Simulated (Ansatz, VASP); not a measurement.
## Two plane-wave programs on LiAl2B2

```
Li Al B
1.0
     2.99950    0.00000    0.00000
    -1.49975    2.59764    0.00000
     0.00000    0.00000    7.75212
Li Al B
1 2 2
Direct
  0.00000 0.00000 0.06333
  0.00000 0.00000 0.46366
  0.33333 0.66667 0.76162
  0.33333 0.66667 0.26794
  0.66667 0.33333 0.27112
```

Alike in both runs: functional PBE; k mesh 6 × 6 × 2; occupations gaussian, width 0.1 eV; no spin polarisation.

Ansatz relaxed the structure, and its values are those at the end. VASP's run is a single point on that final structure, the one shown.

|  | VASP | Ansatz |
| --- | --- | --- |
| version | VASP 6.6.1 | Ansatz 0.2.0 |
| potentials or method | VASP PAW PBE potentials, release 64 (Li_sv, Al, B), cutoff 520 eV | scalar-relativistic, plane waves, PAW |
| valence electrons in the cell | 15 | 15 |

|  | VASP | Ansatz | Ansatz less VASP |
| --- | --- | --- | --- |
| gap on the k mesh at the Fermi level (eV) | none | none | - |
| rms of the force components (eV/Å) | 0.005 | 0.004 | -0.0007 |

A gap of «none» marks a metal or a gap that the smearing closes. The functional is the same, so the differences come from potentials, cutoffs and numerics.

The k mesh is coarse, so the values compare programs but aren't converged. Noted on VASP's run: the cutoff is short for stress, so the pressure is rough.
